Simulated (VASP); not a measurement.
ReS, 2 atoms in the cell. Symmetry: Fm-3m, No. 225, cubic system. Conventional cell: a = 4.923 Å, b = 4.923 Å, c = 4.923 Å, α = 90.00°, β = 90.00°, γ = 90.00°. Re (site symmetry m-3m) has 6 S at 2.46 Å within 3.3 Å. Within 3.3 Å of S (site symmetry m-3m) lie 6 Re at 2.46 Å. 

* Program: VASP 6.6.1
* Task: single point
* Functional: PBE
* Potentials or basis: VASP PAW PBE potentials, release 64 (Re, S)
* Cutoff: 520 eV
* k mesh: 14 × 14 × 14
* Occupations: gaussian, width 0.1 eV
* Spin: collinear spin, ferromagnetic start
* Starting moments: [3.5, 0.0] μB
* Dipole correction: no
* Further INCAR settings: ALGO = Normal; EDIFF = 1e-06; NBANDS = 18

Potentials or basis: VASP PAW PBE potentials, release 64 (Re, S).

Command:

```console
$ cat potpaw_PBE.64/Re/POTCAR potpaw_PBE.64/S/POTCAR > POTCAR
$ mpirun -np 1 vasp_std > vasp.out
```

Hardware: 1 thread of Intel(R) Xeon(R) 6975P-C (Granite Rapids), with other jobs on the host.

Q: Estimate the wall time of this run.

A: It took 78 s on 1 thread of Intel(R) Xeon(R) 6975P-C (Granite Rapids) (shared host), peak memory 0.23 GiB. Counts: scf iterations 17, k points 104.
